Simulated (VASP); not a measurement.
The system is CsLi3O2.

```
Cs Li O
1.0
     4.33680    0.00000    0.00000
    -2.16840    3.75578    0.00000
     0.00000    0.00000    6.54239
Cs Li O
1 3 2
Direct
  0.00000 0.00000 0.50000
  0.00000 0.00000 0.00000
  0.33333 0.66667 0.00000
  0.66667 0.33333 0.00000
  0.33333 0.66667 0.50000
  0.66667 0.33333 0.50000
```

The cell was built from a structure type or drawn by symmetry, and may not be a known phase.

* Program: VASP 6.6.1
* Task: relaxation of cell and atoms
* Functional: PBE
* Potentials or basis: VASP PAW PBE potentials, release 64 (Cs_sv, Li_sv, O)
* Cutoff: 600 eV
* k mesh: 6 × 6 × 4
* Occupations: gaussian, width 0.1 eV
* Spin: no spin polarisation

At the start: pressure 7.8 GPa; volume 17.76 Å³/atom.

**Question.** How do energy, volume and symmetry change on relaxing?

**Answer.** Over 14 steps the energy falls by 591.9 meV/atom and the volume is 17.51 Å³/atom (-1.4 %); space group P6/mmm (No. 191, to 0.1 Å) before and after.

The path:
```csv
step,energy change (eV),largest force (eV/Å),pressure (GPa),volume (Å³)
1,0.0000,0.0000,7.84,106.56
2,-0.9758,0.0000,2.53,120.21
3,-1.4978,0.0000,-1.34,136.88
4,-1.5576,0.0000,-2.80,144.34
5,-2.0024,0.0000,-3.37,137.65
6,-2.6677,0.0000,-3.71,128.17
7,-3.2167,0.0000,0.71,106.73
8,-3.2137,0.0000,-3.57,119.84
9,-3.4776,0.0000,-2.69,113.43
10,-3.4855,0.0000,-2.27,112.12
11,-3.5374,0.0000,1.31,101.82
12,-3.5478,0.0000,0.19,104.70
13,-3.5491,0.0000,-0.14,105.33
14,-3.5514,0.0000,0.01,105.05
```

Final structure:
```xyz
6
Lattice="5.3072 0.0000 0.0000 -2.6536 4.5962 0.0000 0.0000 0.0000 4.3065" Properties=species:S:1:pos:R:3 pbc="T T T"
Cs    0.0000    0.0000    2.1533
Li    0.0000    0.0000    0.0000
Li    0.0000    3.0641    0.0000
Li    2.6536    1.5321    0.0000
O     0.0000    3.0641    2.1533
O     2.6536    1.5321    2.1533
```

Caveat: the cutoff is under 1.25 times the usual one of these potentials, so pressure, stress and relaxed cells hold a basis-set (Pulay) error; a cell axis changed by over 15 % at a fixed basis, so the end point is rough.
